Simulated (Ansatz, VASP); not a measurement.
Two plane-wave programs on Al

Contents of INCAR:

```
SYSTEM = Al
PREC = Accurate
ENCUT = 520
EDIFF = 1E-6
ISMEAR = 0
SIGMA = 0.15
LREAL = .False.
LASPH = .True.
NELM = 80
ALGO = Normal
ISIF = 2
LWAVE = .False.
LCHARG = .False.
NBANDS = 8
```

File KPOINTS:

```
Automatic mesh
0
Gamma
  20 20 20
  0 0 0
```

POSCAR

```
Al
1.0
    0.0000000000      2.0239800000      2.0745795000
    2.0239800000      0.0000000000      2.0745795000
    2.0239800000      2.0239800000      0.0000000000
Al
1
Direct
    0.0000000000      0.0000000000      0.0000000000
```

Input for Ansatz:

```yaml
crystal:
  lattice:
    - [0.0, 2.02398, 2.0745795]
    - [2.02398, 0.0, 2.0745795]
    - [2.02398, 2.02398, 0.0]
  atoms:
    - { symbol: Al, position: [0.0, 0.0, 0.0] }
basis:
  ecutwfc: 420
kpoints:
  mp_grid: { grid: [20, 20, 20] }
hamiltonian:
  xc: lda
scf:
  occupations: { method: gaussian, width: 0.15 }
output:
  forces: true
  stress: true
  eigenvalues: true
```

Change from the starting cell: strain +0.000 along x and y, +0.025 along z, atoms carried along.

Alike in both runs: task single point; functional LDA; k mesh 20 × 20 × 20; occupations gaussian, width 0.15 eV; no spin polarisation.

```csv
,VASP,Ansatz
version,VASP 6.6.1,Ansatz 0.2.0
potentials or method,"VASP PAW LDA potentials, release 64 (Al), cutoff 520 eV","scalar-relativistic, plane waves, PAW"
valence electrons in the cell,3,3
```

```tsv
	VASP	Ansatz	Ansatz less VASP
gap on the k mesh at the Fermi level (eV)	none	none	-
pressure (GPa)	-5.1	-5.1	-0.03
traceless stress, the component that is largest in VASP (GPa)	-0.77	-0.78	-0.009
```

LDA's correlation is that of Perdew and Zunger in VASP and of Perdew and Wang (1992) in Ansatz. A gap of «none» marks a metal or a gap that the smearing closes.
